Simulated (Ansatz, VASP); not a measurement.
## One calculation of Ca2Ir, two programs

```
CELL_PARAMETERS angstrom
0.00000 3.43259 3.43259
3.43259 0.00000 3.43259
3.43259 3.43259 0.00000
ATOMIC_POSITIONS crystal
Ca 0.25000 0.25000 0.25000
Ca 0.75000 0.75000 0.75000
Ir 0.00000 0.00000 0.00000
```

Change from the starting cell: species swapped into the CaF2 type (Fm-3m, No. 225).

Alike in both runs: functional PBE; k mesh 6 × 6 × 6; occupations gaussian, width 0.1 eV; no spin polarisation.

Ansatz relaxed the structure, and its values are those at the end. VASP's run is a single point on that final structure, the one shown.

|  | VASP | Ansatz |
| --- | --- | --- |
| version | VASP 6.6.1 | Ansatz 0.2.0 |
| potentials or method | VASP PAW PBE potentials, release 64 (Ca_sv, Ir), cutoff 520 eV | scalar-relativistic, plane waves, PAW |
| valence electrons in the cell | 29 | 37 |

```csv
,VASP,Ansatz,Ansatz less VASP
gap on the k mesh at the Fermi level (eV),none,none,-
pressure (GPa),0.5,0.3,-0.11
```

A gap of «none» marks a metal or a gap that the smearing closes. The functional is the same, so the differences come from potentials, cutoffs and numerics. VASP's potentials hold 29 valence electrons a cell and Ansatz's 37, so a difference there can come from the potentials and not from the codes.

Neither program's run includes spin-orbit coupling.
